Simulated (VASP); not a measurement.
**Fe: relaxation of cell and atoms with revPBE**

Crystal: Fe.

```
Fe
1.0
    -1.44300    1.44300    1.44300
     1.44300   -1.44300    1.44300
     1.44300    1.44300   -1.44300
Fe
1
Direct
  0.00000 0.00000 0.00000
```

| Property | Result |
| --- | --- |
| Program | VASP 6.6.1 |
| Task | relaxation of cell and atoms |
| Functional | revPBE |
| Potentials or basis | VASP PAW PBE potentials, release 64 (Fe) |
| Cutoff | 600 eV |
| k mesh | 13 × 13 × 13 |
| Occupations | fermi-dirac, width 0.05 eV |
| Spin | collinear spin, ferromagnetic start |
| Starting moments | [3.0] μB |
| Dipole correction | no |
| Further INCAR settings | ALGO = Normal; EDIFF = 1e-06; IBRION = 2; EDIFFG = -0.01; NSW = 60; ISIF = 3 |

The relaxed volume is 11.58 Å³/atom. The relaxed cell is a = 2.469 Å, b = 2.469 Å, c = 2.469 Å, α = 109.47°, β = 109.47°, γ = 109.47° and the space group after relaxing (to 0.05 Å) is Im-3m (No. 229). The energy gained by relaxing is 6.8 meV/atom, the ionic steps are 3 and the pressure after relaxing is -0.1 GPa. The net moment is 2.20 μB per cell and the site moments are Fe +2.20 μB. The valence electrons inside the program's atomic spheres are Fe 7.22.

Step by step:
```
step  energy change (eV)  largest force (eV/Å)  pressure (GPa)  volume (Å³)
   1              0.0000                0.0000           -4.65        12.02
   2             -0.0058                0.0000            2.23        11.42
   3             -0.0068                0.0000           -0.10        11.58
```

Final structure:
```yaml
crystal:
  lattice:
    - [-1.42524, 1.42524, 1.42524]
    - [1.42524, -1.42524, 1.42524]
    - [1.42524, 1.42524, -1.42524]
  atoms:
    - { symbol: Fe, position: [0.00000, 0.00000, 0.00000] }
```

Levels at points of the mesh, in eV from the Fermi level:
Spin up:
```tsv
k point	band 2	band 3	band 4	band 5	band 6	band 7	band 8	band 9
(0.00, 0.00, 0.00)	-2.25	-2.25	-2.25	-1.10	-1.10	24.87	24.87	24.87
```
Spin down:
```
           k point  band 1  band 2  band 3  band 4  band 5  band 6
(0.00, 0.00, 0.00)   -8.15   -0.30   -0.30   -0.30    1.74    1.74
```

Wall time 29 s on 1 thread of AMD EPYC 9R45 96-Core Processor (Zen 5), on a shared host, peak memory 0.12 GiB.

Caveat: the PAW data sets were made with another functional, which shifts forces and pressure a little.
